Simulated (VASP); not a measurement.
# Ta in VASP: further runs, part 2 of 2

VASP 6.6.1.

**3. Single point, PBEsol**

Input file INCAR:

```
SYSTEM = Ta
PREC = Accurate
ENCUT = 520
EDIFF = 1E-7
ISMEAR = -1
SIGMA = 0.08
LREAL = .FALSE.
LASPH = .TRUE.
NELM = 80
ALGO = Normal
ISIF = 2
LWAVE = .FALSE.
LCHARG = .TRUE.
LDIPOL = .TRUE.
IDIPOL = 3
DIPOL = 0.5 0.5 0.500
GGA = PS
LELF = .TRUE.
LVHAR = .TRUE.
LVACPOTAV = .TRUE.
NBANDS = 36
```

Input file KPOINTS:

```
regular mesh
0
G
  12 12 1
  0 0 0
```

Input file POSCAR:

```
Ta
1.0
    3.2812985075      0.0000000000      0.0000000000
    0.0000000000      3.2812985075      0.0000000000
    0.0000000000      0.0000000000     22.5626000000
Ta
5
Direct
    0.0000000000      0.0000000000      0.3629590335
    0.5000000000      0.5000000000      0.4261914717
    0.0000000000      0.0000000000      0.5000000219
    0.5000000000      0.5000000000      0.5738085343
    0.0000000000      0.0000000000      0.6370409386
```

Potentials or basis: VASP PAW PBE potentials, release 64 (Ta_pv).

Launch:

```console
cat potpaw_PBE.64/Ta_pv/POTCAR > POTCAR
mpirun -np 1 vasp_std > vasp.out
```

OUTCAR:

```text
SYSTEM = Ta
   PREC = Accurate
   ENCUT = 520
   EDIFF = 1E-7
   ISMEAR = -1
   LREAL = .FALSE.
   LASPH = .TRUE.
   NELM = 80
   ISIF = 2
   GGA = PS

 ion  position               nearest neighbor table
   1  0.000  0.000  0.363-   2 2.72   2 2.72   2 2.72   2 2.72   3 3.09
   2  0.500  0.500  0.426-   1 2.72   1 2.72   1 2.72   1 2.72   3 2.86   3 2.86   3 2.86   3 2.86
                             4 3.33
   3  0.000  0.000  0.500-   4 2.86   4 2.86   4 2.86   4 2.86   2 2.86   2 2.86   2 2.86   2 2.86
                             5 3.09   1 3.09
   4  0.500  0.500  0.574-   5 2.72   5 2.72   5 2.72   5 2.72   3 2.86   3 2.86   3 2.86   3 2.86
                             2 3.33
   5  0.000  0.000  0.637-   4 2.72   4 2.72   4 2.72   4 2.72   3 3.09

  LATTYP: Found a simple tetragonal cell.
 ALAT       =     3.2812985075
 C/A-ratio  =     6.8761193011

  Lattice vectors:

 A1 = (   3.2812985075,   0.0000000000,   0.0000000000)
 A2 = (   0.0000000000,   3.2812985075,   0.0000000000)
 A3 = (   0.0000000000,   0.0000000000,  22.5626000000)

Analysis of symmetry for initial positions (statically):
=====================================================================
 Subroutine PRICEL returns:
 Original cell was already a primitive cell.

 Routine SETGRP: Setting up the symmetry group for a
 simple tetragonal supercell.

 Subroutine GETGRP returns: Found 16 space group operations
 (whereof 16 operations were pure point group operations)
 out of a pool of 16 trial point group operations.

The static configuration has the point symmetry D_4h.

Analysis of symmetry for dynamics (positions and initial velocities):
=====================================================================
 Subroutine PRICEL returns:
 Original cell was already a primitive cell.

 Routine SETGRP: Setting up the symmetry group for a
 simple tetragonal supercell.

 Subroutine GETGRP returns: Found 16 space group operations
 (whereof 16 operations were pure point group operations)
 out of a pool of 16 trial point group operations.

The dynamic configuration has the point symmetry D_4h.

 Subroutine INISYM returns: Found 16 space group operations
 (whereof 16 operations are pure point group operations),
 and found     1 'primitive' translations

----------------------------------------------------------------------------------------

                                     Primitive cell

  volume of cell :     242.9297

  direct lattice vectors                    reciprocal lattice vectors
     3.281298507  0.000000000  0.000000000     0.304757399  0.000000000  0.000000000
     0.000000000  3.281298507  0.000000000     0.000000000  0.304757399  0.000000000
     0.000000000  0.000000000 22.562600000     0.000000000  0.000000000  0.044321133

  length of vectors
     3.281298507  3.281298507 22.562600000     0.304757399  0.304757399  0.044321133

  position of ions in fractional coordinates (direct lattice)
     0.000000000  0.000000000  0.362959033
     0.500000000  0.500000000  0.426191472
     0.000000000  0.000000000  0.500000022
     0.500000000  0.500000000  0.573808534
     0.000000000  0.000000000  0.637040939

  ion indices of the primitive-cell ions
   primitive index   ion index
                 1           1
                 2           2
                 3           3
                 4           4
                 5           5

----------------------------------------------------------------------------------------
[... 53 lines left out ...]
   number of dos      NEDOS =    301   number of ions     NIONS =      5
   total plane-waves  NPLWV =  96768
   dimension x,y,z NGX =    24 NGY =   24 NGZ =  168
   dimension x,y,z NGXF=    48 NGYF=   48 NGZF=  336
   ions per type =               5
   NGX,Y,Z   is equivalent  to a cutoff of  12.16, 12.16, 12.38 a.u.
   NGXF,Y,Z  is equivalent  to a cutoff of  24.32, 24.32, 24.76 a.u.
 SYSTEM =  Ta
   PREC   = accura    normal or accurate (medium, high low for compatibility)
   ISTART =      0    job   : 0-new  1-cont  2-samecut
   ICHARG =      2    charge: 1-file 2-atom 10-const
   ISPIN  =      1    spin polarized calculation?
   LNONCOLLINEAR =      F non collinear calculations
   LSORBIT =      F    spin-orbit coupling
   LASPH  =      T    aspherical Exc in radial PAW
   ENCUT  =  520.0 eV  38.22 Ry    6.18 a.u.   6.10  6.10 41.95*2*pi/ulx,y,z
   NELM   =     80;   NELMIN=  2; NELMDL= -5     # of ELM steps
   EDIFF  = 0.1E-06   stopping-criterion for ELM
   LREAL  =      F    real-space projection
   EDIFFG = 0.1E-05   stopping-criterion for IOM
   NSW    =      0    number of steps for IOM
   IBRION =     -1    ionic relax: 0-MD 1-quasi-New 2-CG
   NFREE  =      0    steps in history (QN), initial steepest desc. (CG)
   ISIF   =      2    stress and relaxation
   ISYM   =      2    0-nonsym 1-usesym 2-fastsym
   POTIM  = 0.5000    time-step for ionic-motion
   TEBEG  =    0.0;   TEEND  =   0.0 temperature during run
   PSTRESS=    0.0 pullay stress
   NELECT =      55.0000    total number of electrons
   NUPDOWN=      -1.0000    fix difference up-down
   EMIN   =  10.00;   EMAX   =-10.00  energy-range for DOS
   EFERMI =   0.00;   METHOD = LEGACY
   ISMEAR =    -1;   SIGMA  =   0.08  broadening in eV -4-tet -1-fermi 0-gaus
   EFERMI_NEDOS =   21; number of points for ismear=-14 and -15
   IALGO  =     38    algorithm
   IMIX   =      4    mixing-type and parameters
     AMIX     =   0.40;   BMIX     =  1.00
     AMIX_MAG =   1.60;   BMIX_MAG =  1.00
  volume/ion in A,a.u.               =      48.59       327.87
  Fermi-wavevector in a.u.,A,eV,Ry     =   0.997782  1.885534 13.545528  0.995568
  Thomas-Fermi vector in A             =   2.129961
   LORBIT       =      0    0 simple, 1 ext, 2 COOP (PROOUT), +10 PAW based schemes
   GGA     = PS    functional components
   LHFCALC =     F    Hartree Fock is set to
   AEXX    =    0.0000 exact exchange contribution
   IVDW    =     0    specifies the selected vdW correction
   LEPSILON=     F    determine dielectric tensor
   LRPA    =     F    only Hartree local field effects (RPA)
 non-spin polarized calculation
  energy-cutoff  :      520.00
  volume of cell :      242.93
 maximum number of plane-waves:      6590
   NGX = 13   NGY = 13   NGZ = 83

 dipolmoment           0.000000      0.000000     -0.000000 electrons x Angstroem

 number of electron      55.0000018 magnetization

 dipolmoment           0.000000      0.000000      0.000000 electrons x Angstroem

 Free energy of the ion-electron system (eV)
  ---------------------------------------------------
  ext. energy  EPLUGINS =         0.00000000
  ---------------------------------------------------
  free energy    TOTEN  =       -59.09059707 eV

  energy without entropy =      -59.00492946  energy(sigma->0) =      -59.04776327

 E-fermi :  -0.2463     XC(G=0):  -5.6295

 val. band max:       -0.2900345796   @ k =   0.5000   0.1667   0.0000
 cond. band min:      -0.2232863878   @ k =   0.4167   0.1667   0.0000
 fundamental gap:      0.0667481918
 Fermi energy:        -0.2462813039

 k-point     1 :       0.0000    0.0000    0.0000
  band No.  band energies     occupation
      1     -34.7443      2.00000
      2     -34.7408      2.00000
      3     -34.5886      2.00000
      4     -34.5886      2.00000
      5     -34.5703      2.00000
      6     -34.5703      2.00000
[... 925 lines left out ...]
     35       3.3637      0.00000
     36       3.8522      0.00000

 [... further k-points ...]

------------------------ aborting loop because EDIFF is reached ----------------------------------------

  FORCE on cell =-STRESS in cart. coord.  units (eV):
  Direction    XX          YY          ZZ          XY          YZ          ZX
  --------------------------------------------------------------------------------------
  -------------------------------------------------------------------------------------
  Total       -1.2786483     -1.2786483      0.0304327      0.0000000      0.0000000     -0.0000000
  in kB       -8.4329800     -8.4329800      0.2007108      0.0000000      0.0000000     -0.0000000
  external PRESSURE =      -5.5550831 kB  Pullay stress =       0.0000000 kB

 VOLUME and BASIS-vectors are now :
 -----------------------------------------------------------------------------
  energy-cutoff  :      520.00
  volume of cell :      242.93
      direct lattice vectors                 reciprocal lattice vectors
     3.281298507  0.000000000  0.000000000     0.304757399  0.000000000  0.000000000
     0.000000000  3.281298507  0.000000000     0.000000000  0.304757399  0.000000000
     0.000000000  0.000000000 22.562600000     0.000000000  0.000000000  0.044321133

 POSITION                                       TOTAL-FORCE (eV/Angst)
 -----------------------------------------------------------------------------------
      0.00000      0.00000      8.18930         0.000000      0.000000     -0.008940
      1.64065      1.64065      9.61599        -0.000000     -0.000000     -0.000550
      0.00000      0.00000     11.28130         0.000000      0.000000      0.000000
      1.64065      1.64065     12.94661         0.000000     -0.000000      0.000550
      0.00000      0.00000     14.37330         0.000000      0.000000      0.008940
 -----------------------------------------------------------------------------------
    total drift:                                0.000000     -0.000000     -0.000046

  FREE ENERGIE OF THE ION-ELECTRON SYSTEM (eV)
  ---------------------------------------------------
  free  energy   TOTEN  =       -59.0905970705 eV

  energy  without entropy=      -59.0049294633  energy(sigma->0) =      -59.04776327

 vacuum level on the upper side and lower side of the slab         3.621         3.621
```

It took 2.6 min on 1 thread of Intel Xeon 6975P-C (Granite Rapids), shared host; peak memory 0.4 GiB.

Results:

- Free energy: -59.0906 eV
- Largest force: 0.009 eV/Å
- Band gap on the k mesh: zero (an odd number of electrons rules out a gap without spin polarisation)

Forces in eV/Å, atoms in the order of the input:
```
Ta   0.000  0.000 -0.009
Ta   0.000  0.000 -0.001
Ta   0.000  0.000  0.000
Ta   0.000  0.000  0.001
Ta   0.000  0.000  0.009
```

Levels at points of the mesh, in eV from the Fermi level:
| k point | band 24 | band 25 | band 26 | band 27 | band 28 | band 29 | band 30 | band 31 | band 32 | band 33 |
| --- | --- | --- | --- | --- | --- | --- | --- | --- | --- | --- |
| (0.00, 0.00, 0.00) | -0.07 | 0.10 | 0.43 | 0.56 | 0.56 | 0.75 | 0.75 | 0.97 | 1.14 | 1.14 |
| (0.50, 0.00, 0.00) | -1.14 | -0.73 | -0.68 | -0.54 | -0.49 | 0.68 | 1.08 | 1.52 | 2.24 | 2.41 |
| (0.50, 0.50, 0.00) | -1.41 | -1.07 | -1.07 | -0.12 | -0.12 | 2.07 | 2.07 | 2.55 | 2.55 | 2.65 |

Caveat: the PAW data sets were made with another functional, which shifts forces and pressure a little; spin-orbit coupling is left out, which moves the levels of the heavy elements.

**4. Single point, PBEsol**

Input file INCAR:

```
  PREC = Accurate
  ENCUT = 520
  EDIFF = 1E-7
  ISMEAR = -1
  SIGMA = 0.08
  LREAL = False
  LASPH = True
  NELM = 60
  ALGO = Normal
  ISIF = 2
  LWAVE = False
  LCHARG = True
  GGA = PS
  LELF = True
  LVHAR = True
  NBANDS = 36
```

Input file KPOINTS:

```
regular mesh
0
Gamma
  12 12 1
```

POSCAR is that of step 3.

Potentials or basis: VASP PAW PBE potentials, release 64 (Ta_pv).

Launch:

```console
cat potpaw_PBE.64/Ta_pv/POTCAR > POTCAR
mpirun -np 1 vasp_std > vasp.out
```

OUTCAR:

```text
PREC = Accurate
   ENCUT = 520
   EDIFF = 1E-7
   ISMEAR = -1
   LREAL = False
   LASPH = True
   NELM = 60
   ISIF = 2
   GGA = PS

 ion  position               nearest neighbor table
   1  0.000  0.000  0.363-   2 2.72   2 2.72   2 2.72   2 2.72   3 3.09
   2  0.500  0.500  0.426-   1 2.72   1 2.72   1 2.72   1 2.72   3 2.86   3 2.86   3 2.86   3 2.86
                             4 3.33
   3  0.000  0.000  0.500-   4 2.86   4 2.86   4 2.86   4 2.86   2 2.86   2 2.86   2 2.86   2 2.86
                             5 3.09   1 3.09
   4  0.500  0.500  0.574-   5 2.72   5 2.72   5 2.72   5 2.72   3 2.86   3 2.86   3 2.86   3 2.86
[... 1142 lines left out ...]
  -------------------------------------------------------------------------------------
  Total       -1.2786484     -1.2786484      0.0304327      0.0000000      0.0000000      0.0000000
  in kB       -8.4329803     -8.4329803      0.2007109      0.0000000      0.0000000      0.0000000
  external PRESSURE =      -5.5550832 kB  Pullay stress =       0.0000000 kB

 VOLUME and BASIS-vectors are now :
 -----------------------------------------------------------------------------
  energy-cutoff  :      520.00
  volume of cell :      242.93
      direct lattice vectors                 reciprocal lattice vectors
     3.281298507  0.000000000  0.000000000     0.304757399  0.000000000  0.000000000
     0.000000000  3.281298507  0.000000000     0.000000000  0.304757399  0.000000000
     0.000000000  0.000000000 22.562600000     0.000000000  0.000000000  0.044321133

 POSITION                                       TOTAL-FORCE (eV/Angst)
 -----------------------------------------------------------------------------------
      0.00000      0.00000      8.18930         0.000000     -0.000000     -0.008940
      1.64065      1.64065      9.61599        -0.000000      0.000000     -0.000550
      0.00000      0.00000     11.28130         0.000000     -0.000000      0.000000
      1.64065      1.64065     12.94661        -0.000000      0.000000      0.000550
      0.00000      0.00000     14.37330         0.000000     -0.000000      0.008940
 -----------------------------------------------------------------------------------
    total drift:                                0.000000     -0.000000     -0.000046

  FREE ENERGIE OF THE ION-ELECTRON SYSTEM (eV)
  ---------------------------------------------------
  free  energy   TOTEN  =       -59.0905970706 eV

  energy  without entropy=      -59.0049294634  energy(sigma->0) =      -59.04776327
```

OSZICAR:

```text
N       E                     dE             d eps       ncg     rms          rms(c)
DAV:   1     0.459284873667E+03    0.45928E+03   -0.30672E+04  2472   0.133E+03
DAV:   2    -0.443523341420E+02   -0.50364E+03   -0.49304E+03  2404   0.366E+02
DAV:   3    -0.646993333111E+02   -0.20347E+02   -0.19770E+02  2508   0.654E+01
[... 20 lines left out ...]
DAV:  24    -0.590905949394E+02   -0.32194E-05   -0.15236E-07  1648   0.154E-03    0.484E-04
DAV:  25    -0.590905965982E+02   -0.16588E-05   -0.89668E-08  1504   0.137E-03    0.191E-04
DAV:  26    -0.590905968805E+02   -0.28232E-06   -0.10642E-08  1472   0.411E-04    0.170E-04
DAV:  27    -0.590905970318E+02   -0.15123E-06   -0.50616E-09  1384   0.249E-04    0.895E-05
DAV:  28    -0.590905970706E+02   -0.38887E-07   -0.33180E-09  1376   0.241E-04
   1 F= -.59090597E+02 E0= -.59047763E+02  d E =-.856676E-01
```

It took 2.7 min on 1 thread of Intel Xeon 6975P-C (Granite Rapids), shared host; peak memory 0.4 GiB.

What came out:

```yaml
Free_energy: -59.0906 eV
Largest_force: 0.009 eV/Å
Band_gap_on_the_k_mesh: zero (an odd number of electrons rules out a gap without spin polarisation)
```

Forces in eV/Å, atoms in the order of the input:
```
Ta   0.000  0.000 -0.009
Ta   0.000  0.000 -0.001
Ta   0.000  0.000  0.000
Ta   0.000  0.000  0.001
Ta   0.000  0.000  0.009
```

Caveat: there is no dipole correction, which matters where the two faces differ; the PAW data sets were made with another functional, which shifts forces and pressure a little; spin-orbit coupling is left out, which moves the levels of the heavy elements.

**5. Overview**

```csv
cell,dipole correction,gap on the mesh (eV),largest force (eV/Å)
"as given, atomic positions A",yes,none,1.48
"as given, atomic positions B",yes,none,0.01
"as given, atomic positions B",no,none,0.01
```

Alike in all rows: task single point; level PBEsol; potentials or basis VASP PAW PBE potentials, release 64 (Ta_pv); no spin polarisation; k mesh 12 × 12 × 1; cutoff (eV) 520; smearing fermi-dirac 0.08 eV.

Caveats: the PAW data sets were made with another functional, which shifts forces and pressure a little; spin-orbit coupling is left out, which moves the levels of the heavy elements; there is no dipole correction, which matters where the two faces differ (at least some runs).

Total energies depend on the potentials used, so only differences within one code and one set of settings carry meaning.

The gap in the log of VASP goes by the Fermi energy; the results here count the filled bands.